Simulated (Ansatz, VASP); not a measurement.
# Au in VASP and in Ansatz

File INCAR:

```
SYSTEM = Au
  PREC = Accurate
  ENCUT = 520
  EDIFF = 1E-7
  ISMEAR = 0
  SIGMA = 0.1
  LREAL = .FALSE.
  LASPH = .TRUE.
  NELM = 80
  ALGO = Fast
  ISIF = 2
  LWAVE = .FALSE.
  LCHARG = .FALSE.
  GGA = PE
  NBANDS = 18
```

File KPOINTS:

```
regular mesh
0
G
  14 14 8
  0 0 0
```

POSCAR

```
Au
1.0
    1.4113099650     -2.5559330250      0.0000000000
    1.4113099650      2.5559330250      0.0000000000
    0.0000000000      0.0000000000      4.8931696100
Au
2
Direct
    0.6653279700      0.3346720300      0.2500000000
    0.3346720300      0.6653279700      0.7500000000
```

Input for Ansatz:

```yaml
crystal:
  lattice:
    - [1.411309965, -2.555933025, 0.0]
    - [1.411309965, 2.555933025, 0.0]
    - [0.0, 0.0, 4.89316961]
  atoms:
    - { symbol: Au, position: [0.66532797, 0.33467203, 0.25] }
    - { symbol: Au, position: [0.33467203, 0.66532797, 0.75] }
basis:
  ecutwfc: 420
kpoints:
  mp_grid: { grid: [14, 14, 8] }
hamiltonian:
  xc: pbe
scf:
  occupations: { method: gaussian, width: 0.1 }
output:
  forces: true
  stress: true
  eigenvalues: true
```

Alike in both runs: task single point; functional PBE; k mesh 14 × 14 × 8; occupations gaussian, width 0.1 eV; no spin polarisation.

```csv
,VASP,Ansatz
version,VASP 6.6.1,Ansatz 0.2.0
potentials or method,"VASP PAW PBE potentials, release 64 (Au), cutoff 520 eV","scalar-relativistic, plane waves, PAW"
valence electrons in the cell,22,38
```

```tsv
	VASP	Ansatz	Ansatz less VASP
gap on the k mesh at the Fermi level (eV)	none	none	-
pressure (GPa)	2.9	3.1	+0.26
traceless stress, the component that is largest in VASP (GPa)	1.03	1.04	+0.019
rms of the force components (eV/Å)	0.007	0.007	0.0000
```

Atom by atom the forces differ by 0.000 eV/Å (rms over components). A gap of «none» marks a metal or a gap that the smearing closes. VASP's potentials hold 22 valence electrons a cell and Ansatz's 38, so a difference there can come from the potentials and not from the codes.

Neither program's run includes spin-orbit coupling.
